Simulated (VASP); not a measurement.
# Al3Cl: single point with PBE

Crystal: Al3Cl.

```
Al Cl
1.0
     5.70407    0.00000    0.00000
    -2.85204    4.93987    0.00000
     0.00000    0.00000    2.98166
Al Cl
3 1
Cartesian
  2.8520 0.0000 1.4908
  -1.4260 2.4699 1.4908
  1.4260 2.4699 1.4908
  0.0000 0.0000 0.0000
```

The cell was built from a structure type or drawn by symmetry, and may not be a known phase.

```json
{"Program": "VASP 6.6.1", "Task": "single point", "Functional": "PBE", "Potentials or basis": "VASP PAW PBE potentials, release 64 (Al, Cl)", "Cutoff": "520 eV", "k mesh": "6 × 6 × 6", "Occupations": "gaussian, width 0.1 eV", "Spin": "no spin polarisation", "Dipole correction": "no", "Further INCAR settings": "ALGO = Normal; EDIFF = 1e-06; NBANDS = 16"}
```

```json
{
 "Pressure": "-0.1 GPa",
 "Band gap on the k mesh": "zero (bands 8 and 9 overlap by 1.70 eV)"
}
```

Levels at points of the mesh, in eV from the Fermi level:
```
           k point  band 6  band 7  band 8  band 9  band 10  band 11
(0.00, 0.00, 0.00)   -3.56   -3.56   -1.49    1.76     1.76     5.42
(0.50, 0.00, 0.00)   -1.78   -1.62   -1.48    1.12     2.20     2.88
(0.00, 0.00, 0.50)   -3.15   -1.19    0.44    0.44     0.45     0.45
(0.50, 0.00, 0.50)   -2.97   -1.59   -0.98   -0.78     1.26     1.58
```

It took 49 s on 1 thread of Intel Xeon 8259CL, on a shared host, peak memory 0.2 GiB.
